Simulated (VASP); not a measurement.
Wanted: the native input for a VASP 6.6.1 run.

| Property | Result |
| --- | --- |
| Task | single point |
| Functional | r2SCAN |
| Potentials or basis | VASP PAW PBE potentials, release 64 (B, N) |
| Cutoff | 520 eV |
| k mesh | 12 × 12 × 6 |
| Occupations | gaussian, width 0.05 eV |
| Spin | no spin polarisation |
| Dipole correction | no |
| Further INCAR settings | ALGO = Normal; EDIFF = 1e-06; NBANDS = 16 |

BN:

```
B N
1.0
     2.55394    0.00000    0.00000
    -1.27697    2.21178    0.00000
     0.00000    0.00000    4.22685
B N
2 2
Direct
  0.66667 0.33333 0.99972
  0.33333 0.66667 0.49972
  0.75401 0.39727 0.60162
  0.33333 0.66667 0.12528
```

This cell differs from its parent crystal: atom 3 (N) moved by (+0.200, -0.100) A along [1 1 0] and z.

These files were run (other wordings do the same):

POSCAR

```
BN
1.0
    2.5539396017      0.0000000000      0.0000000000
   -1.2769698009      2.2117765748      0.0000000000
    0.0000000000      0.0000000000      4.2268550000
B N
2 2
Direct
    0.6666666667      0.3333333333      0.9997240000
    0.3333333333      0.6666666667      0.4997240000
    0.7540105546      0.3972734970      0.6016177482
    0.3333333333      0.6666666667      0.1252760000
```

INCAR.step1

```
  PREC = Accurate
  ENCUT = 520
  ISMEAR = 0
  SIGMA = 0.05
  LREAL = False
  LASPH = True
  NELM = 60
  NBANDS = 16
  GGA = PE
  ALGO = Normal
  EDIFF = 1E-4
  LWAVE = True
  LCHARG = False
```

INCAR.step2

```
  PREC = Accurate
  ENCUT = 520
  EDIFF = 1E-6
  ISMEAR = 0
  SIGMA = 0.05
  LREAL = False
  LASPH = True
  NELM = 60
  ALGO = Normal
  ISIF = 2
  LWAVE = False
  LCHARG = False
  METAGGA = R2SCAN
  LMIXTAU = True
  NBANDS = 16
  ISTART = 1
```

KPOINTS

```
Automatic mesh
0
Gamma
  12 12 6
```

Potentials or basis: VASP PAW PBE potentials, release 64 (B, N).

Command:

```console
$ cat potpaw_PBE.64/B/POTCAR potpaw_PBE.64/N/POTCAR > POTCAR
$ cp INCAR.step1 INCAR
$ mpirun -np 1 vasp_std > vasp.out
$ cp INCAR.step2 INCAR
$ mpirun -np 1 vasp_std > vasp.out
```

It gave:

* Pressure: 7.0 GPa
* Largest force: 8.834 eV/Å
* Band gap on the k mesh: 5.56 eV, indirect (least direct gap 7.92 eV)

Caveat: the cell differs from its parent crystal (atom 3 (N) moved by (+0.200, -0.100) A along [1 1 0] and z); the PAW data sets were made with another functional, which shifts forces and pressure a little.

It took 7.5 min on 1 thread of Intel(R) Xeon(R) Platinum 8375C CPU @ 2.90GHz (Ice Lake), with other jobs on the host, peak memory 0.24 GiB.
